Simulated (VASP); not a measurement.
# Cu (P6_3/mmc) in VASP: notebook

Cu is run at these levels: PBE; tasks: relaxation of cell and atoms.

Everything below comes from runs of VASP 6.6.1. Logs are shortened: lines on timing, memory, paths and dates and some standing lists are left out, and cuts for length are marked.

### 1 The cell of the first run

The structure is hexagonal, space group P6_3/mmc (No. 194). Conventional cell: a = 2.599 Å, b = 2.599 Å, c = 4.210 Å, α = 90.00°, β = 90.00°, γ = 120.00°. Within 3.4 Å of Cu (site symmetry -6m2) lie 12 Cu at 2.58 to 2.60 Å.

This isn't the form of Cu at room conditions, which is fcc.

### 2 Relaxation of cell and atoms, PBE, target pressure -3.7 GPa, at which the enthalpy is minimised

INCAR reads:

```
SYSTEM = Cu
PREC     = Accurate       ! precision mode
ENCUT    = 600            ! plane-wave cutoff, eV
EDIFF    = 1E-6           ! SCF threshold, eV
ISMEAR   = -1             ! smearing method
SIGMA    = 0.05           ! smearing width, eV
LREAL    = .FALSE.        ! projectors in reciprocal space
LASPH    = .TRUE.         ! aspherical terms in the spheres
NELM     = 80             ! most SCF steps
ALGO     = Normal         ! electronic algorithm
ISIF     = 3              ! what is computed and relaxed
LWAVE    = .FALSE.        ! write WAVECAR
LCHARG   = .FALSE.        ! write CHGCAR
GGA      = PE             ! functional
IBRION   = 2              ! ionic algorithm
NSW      = 60             ! ionic steps
EDIFFG   = -0.005         ! ionic threshold
PSTRESS  = -37.0
```

KPOINTS reads:

```
regular mesh
0
G
  17 17 9
  0 0 0
```

POSCAR reads:

```
Cu
1.0
    2.5985425133      0.0000000000      0.0000000000
   -1.2992712566      2.2504038293      0.0000000000
    0.0000000000      0.0000000000      4.2096388715
Cu
2
Direct
    0.3333333333      0.6666666667      0.2500000000
    0.6666666667      0.3333333333      0.7500000000
```

Potentials or basis: VASP PAW PBE potentials, release 64 (Cu).

Started as:

```
> cat potpaw_PBE.64/Cu/POTCAR > POTCAR
> mpirun -np 1 vasp_std > vasp.out
```

OUTCAR:

```text
SYSTEM = Cu
   PREC = Accurate
   ENCUT = 600
   EDIFF = 1E-6
   ISMEAR = -1
   LREAL = .FALSE.
   LASPH = .TRUE.
   NELM = 80
   ISIF = 3
   GGA = PE
   IBRION = 2
   NSW = 60
   EDIFFG = -0.005
   PSTRESS = -37.0

 ion  position               nearest neighbor table
   1  0.333  0.667  0.250-   2 2.58   2 2.58   2 2.58   2 2.58   2 2.58   2 2.58
   2  0.667  0.333  0.750-   1 2.58   1 2.58   1 2.58   1 2.58   1 2.58   1 2.58

  LATTYP: Found a hexagonal cell.
 ALAT       =     2.5985425133
 C/A-ratio  =     1.6200000000

  Lattice vectors:

 A1 = (   2.5985425133,   0.0000000000,   0.0000000000)
 A2 = (  -1.2992712566,   2.2504038293,   0.0000000000)
 A3 = (   0.0000000000,   0.0000000000,   4.2096388715)

Analysis of symmetry for initial positions (statically):
=====================================================================
 Subroutine PRICEL returns:
 Original cell was already a primitive cell.

 Routine SETGRP: Setting up the symmetry group for a
 hexagonal supercell.

 Subroutine GETGRP returns: Found 24 space group operations
 (whereof 12 operations were pure point group operations)
 out of a pool of 24 trial point group operations.

The static configuration has the point symmetry D_3d.
 The point group associated with its full space group is D_6h.

Analysis of symmetry for dynamics (positions and initial velocities):
=====================================================================
 Subroutine PRICEL returns:
 Original cell was already a primitive cell.

 Routine SETGRP: Setting up the symmetry group for a
 hexagonal supercell.

 Subroutine GETGRP returns: Found 24 space group operations
 (whereof 12 operations were pure point group operations)
 out of a pool of 24 trial point group operations.

The dynamic configuration has the point symmetry D_3d.
 The point group associated with its full space group is D_6h.

 Subroutine INISYM returns: Found 24 space group operations
 (whereof 12 operations are pure point group operations),
 and found     1 'primitive' translations

----------------------------------------------------------------------------------------

                                     Primitive cell

  volume of cell :      24.6170

  direct lattice vectors                    reciprocal lattice vectors
     2.598542513  0.000000000  0.000000000     0.384831110  0.222182345  0.000000000
    -1.299271257  2.250403829  0.000000000     0.000000000  0.444364690  0.000000000
     0.000000000  0.000000000  4.209638872     0.000000000  0.000000000  0.237550068

  length of vectors
     2.598542513  2.598542513  4.209638872     0.444364690  0.444364690  0.237550068

  position of ions in fractional coordinates (direct lattice)
     0.333333333  0.666666667  0.250000000
     0.666666667  0.333333333  0.750000000

  ion indices of the primitive-cell ions
   primitive index   ion index
                 1           1
                 2           2

----------------------------------------------------------------------------------------

 KPOINTS: regular mesh

Automatic generation of k-mesh.
 Grid dimensions read from file:
 generate k-points for:   17   17    9

 Generating k-lattice:

  Cartesian coordinates                     Fractional coordinates (reciprocal lattice)
     0.022637124  0.013069550  0.000000000     0.058823529  0.000000000  0.000000000
     0.000000000  0.026139099  0.000000000     0.000000000  0.058823529  0.000000000
     0.000000000  0.000000000  0.026394452     0.000000000  0.000000000  0.111111111

  Length of vectors
     0.026139099  0.026139099  0.026394452

  Shift w.r.t. Gamma in fractional coordinates (k-lattice)
     0.000000000  0.000000000  0.000000000

 Subroutine IBZKPT returns following result:
 ===========================================

 Found    165 irreducible k-points:

 Following reciprocal coordinates:
            Coordinates               Weight
  0.000000  0.000000  0.000000      1.000000
  0.058824  0.000000  0.000000      6.000000
  0.117647  0.000000  0.000000      6.000000
  0.176471  0.000000  0.000000      6.000000
  0.235294  0.000000  0.000000      6.000000
  0.294118  0.000000  0.000000      6.000000
[... 16 lines left out ...]
  0.411765  0.117647  0.000000     12.000000
  0.176471  0.176471  0.000000      6.000000
 [... further k-points ...]
   k-points           NKPTS =    165   k-points in BZ     NKDIM =    165   number of bands    NBANDS=     15
   number of dos      NEDOS =    301   number of ions     NIONS =      2
   total plane-waves  NPLWV =  20736
   dimension x,y,z NGX =    24 NGY =   24 NGZ =   36
   dimension x,y,z NGXF=    48 NGYF=   48 NGZF=   72
   ions per type =               2
   NGX,Y,Z   is equivalent  to a cutoff of  15.35, 15.35, 14.22 a.u.
   NGXF,Y,Z  is equivalent  to a cutoff of  30.71, 30.71, 28.43 a.u.
 SYSTEM =  Cu
   PREC   = accura    normal or accurate (medium, high low for compatibility)
   ISTART =      0    job   : 0-new  1-cont  2-samecut
   ICHARG =      2    charge: 1-file 2-atom 10-const
   ISPIN  =      1    spin polarized calculation?
   LNONCOLLINEAR =      F non collinear calculations
   LSORBIT =      F    spin-orbit coupling
   LASPH  =      T    aspherical Exc in radial PAW
   ENCUT  =  600.0 eV  44.10 Ry    6.64 a.u.   5.19  5.19  8.41*2*pi/ulx,y,z
   NELM   =     80;   NELMIN=  2; NELMDL= -5     # of ELM steps
   EDIFF  = 0.1E-05   stopping-criterion for ELM
   LREAL  =      F    real-space projection
   EDIFFG = -.5E-02   stopping-criterion for IOM
   NSW    =     60    number of steps for IOM
   IBRION =      2    ionic relax: 0-MD 1-quasi-New 2-CG
   NFREE  =      1    steps in history (QN), initial steepest desc. (CG)
   ISIF   =      3    stress and relaxation
   ISYM   =      2    0-nonsym 1-usesym 2-fastsym
   POTIM  = 0.5000    time-step for ionic-motion
   TEBEG  =    0.0;   TEEND  =   0.0 temperature during run
   PSTRESS=  -37.0 pullay stress
   NELECT =      22.0000    total number of electrons
   NUPDOWN=      -1.0000    fix difference up-down
   EMIN   =  10.00;   EMAX   =-10.00  energy-range for DOS
   EFERMI =   0.00;   METHOD = LEGACY
   ISMEAR =    -1;   SIGMA  =   0.05  broadening in eV -4-tet -1-fermi 0-gaus
   EFERMI_NEDOS =   21; number of points for ismear=-14 and -15
   IALGO  =     38    algorithm
   IMIX   =      4    mixing-type and parameters
     AMIX     =   0.40;   BMIX     =  1.00
     AMIX_MAG =   1.60;   BMIX_MAG =  1.00
  volume/ion in A,a.u.               =      12.31        83.06
  Fermi-wavevector in a.u.,A,eV,Ry     =   1.576900  2.979908 33.832411  2.486612
  Thomas-Fermi vector in A             =   2.677663
   LORBIT       =      0    0 simple, 1 ext, 2 COOP (PROOUT), +10 PAW based schemes
   GGA     = PE    functional components
   LHFCALC =     F    Hartree Fock is set to
   AEXX    =    0.0000 exact exchange contribution
   IVDW    =     0    specifies the selected vdW correction
   LEPSILON=     F    determine dielectric tensor
   LRPA    =     F    only Hartree local field effects (RPA)
 conjugate gradient relaxation of ions
 non-spin polarized calculation
  energy-cutoff  :      600.00
  volume of cell :       24.62
 maximum number of plane-waves:       837
 NGX is ok and might be reduce to    24
   NGX = 11   NGY = 11   NGZ = 17

--------------------------------------- Ionic step        1  -------------------------------------------

 number of electron      22.0000010 magnetization

 Free energy of the ion-electron system (eV)
  ---------------------------------------------------
  ext. energy  EPLUGINS =         0.00000000
  ---------------------------------------------------
  free energy    TOTEN  =        -7.43342569 eV

  energy without entropy =       -7.42681882  energy(sigma->0) =       -7.43012225

------------------------ aborting loop because EDIFF is reached ----------------------------------------

  FORCE on cell =-STRESS in cart. coord.  units (eV):
  Direction    XX          YY          ZZ          XY          YZ          ZX
  --------------------------------------------------------------------------------------
  -------------------------------------------------------------------------------------
  Total       -0.5946871     -0.5946871     -0.1282495     -0.0000000     -0.0000000      0.0000000
  in kB      -38.7047225    -38.7047225     -8.3470126     -0.0000000     -0.0000000      0.0000000
  external PRESSURE =       8.4145142 kB  Pullay stress =     -37.0000000 kB
[... 97 lines left out ...]
  energy  without entropy=       -7.4221674749  energy(sigma->0) =       -7.42505069

  enthalpy is  TOTEN    =        -8.0046448608 eV   P V=       -0.5767109550

[... ionic steps 4 to 8 ...]

--------------------------------------- Ionic step        9  -------------------------------------------

 number of electron      21.9999996 magnetization

------------------------ aborting loop because EDIFF is reached ----------------------------------------
[... 71 lines left out ...]
--------------------------------------- Ionic step       11  -------------------------------------------

 number of electron      21.9999996 magnetization

 Free energy of the ion-electron system (eV)
  ---------------------------------------------------
  ext. energy  EPLUGINS =         0.00000000
  ---------------------------------------------------
  free energy    TOTEN  =        -7.43366202 eV

  energy without entropy =       -7.42809455  energy(sigma->0) =       -7.43087828

 E-fermi :   7.0446     XC(G=0): -12.4537

 val. band max:        7.0323397324   @ k =   0.2941   0.1765   0.4444
 cond. band min:       7.0537106984   @ k =   0.2353   0.2353   0.4444
 fundamental gap:      0.0213709660
 Fermi energy:         7.0445587845

 k-point     1 :       0.0000    0.0000    0.0000
  band No.  band energies     occupation
      1      -1.9832      2.00000
      2       2.1644      2.00000
      3       4.0826      2.00000
      4       4.1765      2.00000
      5       4.1765      2.00000
      6       4.3584      2.00000
      7       4.3584      2.00000
      8       4.6703      2.00000
      9       4.6703      2.00000
     10       5.3295      2.00000
     11       5.3295      2.00000
     12       6.0372      2.00000
     13      10.3575      0.00000
     14      28.1626      0.00000
[... 401 lines left out ...]
      2       3.1803      2.00000
      3       3.3353      2.00000
      4       3.4691      2.00000
      5       4.1260      2.00000
      6       4.1558      2.00000
      7       4.4933      2.00000
      8       4.6490      2.00000
      9       5.0888      2.00000
     10       5.3512      2.00000
     11       5.3718      2.00000
     12      10.8156      0.00000
     13      11.5908      0.00000
     14      17.0745      0.00000
     15      17.0867      0.00000

 [... further k-points ...]

------------------------ aborting loop because EDIFF is reached ----------------------------------------

  FORCE on cell =-STRESS in cart. coord.  units (eV):
  Direction    XX          YY          ZZ          XY          YZ          ZX
  --------------------------------------------------------------------------------------
  -------------------------------------------------------------------------------------
  Total       -0.5682724     -0.5682724     -0.5772543     -0.0000000     -0.0000000      0.0000000
  in kB      -36.7677475    -36.7677475    -37.3488861     -0.0000000     -0.0000000      0.0000000
  external PRESSURE =       0.0385396 kB  Pullay stress =     -37.0000000 kB
[... 21 lines left out ...]
  energy  without entropy=       -7.4280945507  energy(sigma->0) =       -7.43087828

  enthalpy is  TOTEN    =        -8.0055240329 eV   P V=       -0.5718620140

 reached required accuracy - stopping structural energy minimisation
```

Run time: 4 min. Hardware: 1 thread of Intel Xeon Platinum 8488C (Sapphire Rapids), shared host; peak memory 0.2 GiB.

Results:

```yaml
Free_energy: -7.4337 eV
Relaxed_volume: 12.38 Å³/atom
Relaxed_cell: a = 2.585 Å, b = 2.585 Å, c = 4.279 Å, α = 90.00°, β = 90.00°, γ = 120.00°
Space_group_after_relaxing_to_0.1_Å: P6_3/mmc (No. 194)
Energy_change_on_relaxing_the_run_minimises_the_enthalpy: -0.1 meV/atom
Ionic_steps: 11
Pressure_after_relaxing: -3.7 GPa
Band_gap_on_the_k_mesh: zero (bands 11 and 12 overlap by 5.46 eV)
```

The path:
| step | energy change (eV) | largest force (eV/Å) | pressure (GPa) | volume (Å³) |
| --- | --- | --- | --- | --- |
| 1 | 0.0000 | 0.0000 | -2.86 | 24.62 |
| 2 | 0.0026 | 0.0000 | -4.15 | 24.85 |
| 3 | 0.0055 | 0.0000 | -4.74 | 24.97 |
| 4 | 0.0041 | 0.0000 | -4.53 | 24.92 |
| 5 | -0.0004 | 0.0000 | -3.74 | 24.76 |
| 6 | -0.0001 | 0.0000 | -3.87 | 24.77 |
| 7 | -0.0001 | 0.0000 | -3.76 | 24.77 |
| 8 | -0.0005 | 0.0000 | -3.64 | 24.75 |
| 9 | -0.0005 | 0.0000 | -4.05 | 24.75 |
| 10 | -0.0005 | 0.0000 | -3.48 | 24.75 |
| 11 | -0.0002 | 0.0000 | -3.70 | 24.76 |

Final structure:
```cif
data_structure
_symmetry_space_group_name_H-M 'P 1'
_symmetry_Int_Tables_number 1
_cell_length_a 2.5850
_cell_length_b 2.5850
_cell_length_c 4.2789
_cell_angle_alpha 90.000
_cell_angle_beta 90.000
_cell_angle_gamma 120.000
_cell_volume 24.76
loop_
_atom_site_label
_atom_site_type_symbol
_atom_site_fract_x
_atom_site_fract_y
_atom_site_fract_z
_atom_site_occupancy
Cu1 Cu 0.33333 0.66667 0.25000 1
Cu2 Cu 0.66667 0.33333 0.75000 1
```

Caveat: the cell is relaxed towards a set pressure, so the run minimises the enthalpy, not the energy.

### 3 Relaxation of cell and atoms, PBE, target pressure -3.7 GPa, at which the enthalpy is minimised

INCAR reads:

```
PREC = Accurate
ENCUT = 600
EDIFF = 1E-6
ISMEAR = -1
SIGMA = 0.05
LREAL = F
LASPH = T
NELM = 80
ALGO = Normal
ISIF = 3
LWAVE = F
LCHARG = F
GGA = PE
IBRION = 2
NSW = 32
EDIFFG = -0.005
PSTRESS = -37.0
```

KPOINTS reads:

```
Automatic mesh
0
Gamma
  17 17 9
```

POSCAR reads:

```
Cu
1.0
    2.5806796364      0.0000000000      0.0000000000
   -1.2903398182      2.2349341242      0.0000000000
    0.0000000000      0.0000000000      4.2694876074
Cu
2
Direct
    0.3333333333      0.6666666667      0.2500000000
    0.6666666667      0.3333333333      0.7500000000
```

Potentials or basis: VASP PAW PBE potentials, release 64 (Cu).

Started as:

```
> cat potpaw_PBE.64/Cu/POTCAR > POTCAR
> mpirun -np 1 vasp_std > vasp.out
```

Wall time 2.5 min (1 thread of Intel Xeon Platinum 8488C (Sapphire Rapids), shared host); peak memory 0.2 GiB.

It converged, with:

```yaml
Free_energy: -7.4337 eV
Relaxed_volume: 12.38 Å³/atom
Relaxed_cell: a = 2.586 Å, b = 2.586 Å, c = 4.277 Å, α = 90.00°, β = 90.00°, γ = 120.00°
Space_group_after_relaxing_to_0.1_Å: P6_3/mmc (No. 194)
Energy_change_on_relaxing_the_run_minimises_the_enthalpy: +1.5 meV/atom
Ionic_steps: 6
Pressure_after_relaxing: -3.8 GPa
Band_gap_on_the_k_mesh: zero (bands 11 and 12 overlap by 5.46 eV)
```

Step by step:
```
step  energy change (eV)  largest force (eV/Å)  pressure (GPa)  volume (Å³)
   1              0.0000                0.0000           -2.89        24.62
   2              0.0050                0.0000           -4.17        24.85
   3              0.0024                0.0000           -3.62        24.74
   4              0.0027                0.0000           -3.64        24.75
   5              0.0038                0.0000           -3.95        24.80
   6              0.0029                0.0000           -3.75        24.76
```

Final structure:
```yaml
crystal:
  lattice:
    - [2.58550, 0.00000, 0.00000]
    - [-1.29275, 2.23911, 0.00000]
    - [0.00000, 0.00000, 4.27722]
  atoms:
    - { symbol: Cu, position: [0.33333, 0.66667, 0.25000] }
    - { symbol: Cu, position: [0.66667, 0.33333, 0.75000] }
```

Levels at points of the mesh, in eV from the Fermi level:
```
           k point  band 7  band 8  band 9  band 10  band 11  band 12  band 13  band 14  band 15
(0.00, 0.00, 0.00)   -2.69   -2.38   -2.38    -1.72    -1.72    -1.00     3.32    21.11    21.28
```

Caveat: the cell is relaxed towards a set pressure, so the run minimises the enthalpy, not the energy.
